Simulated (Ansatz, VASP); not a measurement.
One calculation of ZrC, two programs

```
CELL_PARAMETERS angstrom
3.39148 0.00000 0.00000
-1.69574 2.93710 0.00000
0.00000 0.00000 5.29005
ATOMIC_POSITIONS crystal
Zr 0.66667 0.33333 0.75000
Zr 0.33333 0.66667 0.25000
C 0.00000 0.00000 0.50000
C 0.00000 0.00000 0.00000
```

Alike in both runs: task relaxation of cell and atoms; functional PBE; k mesh 7 × 7 × 4; occupations fermi-dirac, width 0.05 eV; no spin polarisation.

|  | VASP | Ansatz |
| --- | --- | --- |
| version | VASP 6.6.1 | Ansatz 0.2.0 |
| potentials or method | VASP PAW PBE potentials, release 64 (Zr_sv, C) | Ansatz PAW |
| plane-wave cutoff (eV) | 600 | 420 |
| valence electrons in the cell | 32 | 32 |

Ansatz gave:

| Item | Value |
| --- | --- |
| gap on the k mesh at the Fermi level, each at its own relaxed structure (eV) | none |
| relaxed volume (Å³/atom) | 13.04 |
| relaxed cell length with the largest relative difference (Å) | 5.332 |

Question: What did VASP give for the same quantities?

Answer: gap on the k mesh at the Fermi level, each at its own relaxed structure (eV): none; relaxed volume (Å³/atom): 13.04; relaxed cell length with the largest relative difference (Å): 5.333.

A gap of «none» marks a metal or a gap that the smearing closes.

Noted on Ansatz's run: the plane-wave basis is chosen anew once the cell has moved, so the energies of steps on either side of that aren't comparable.
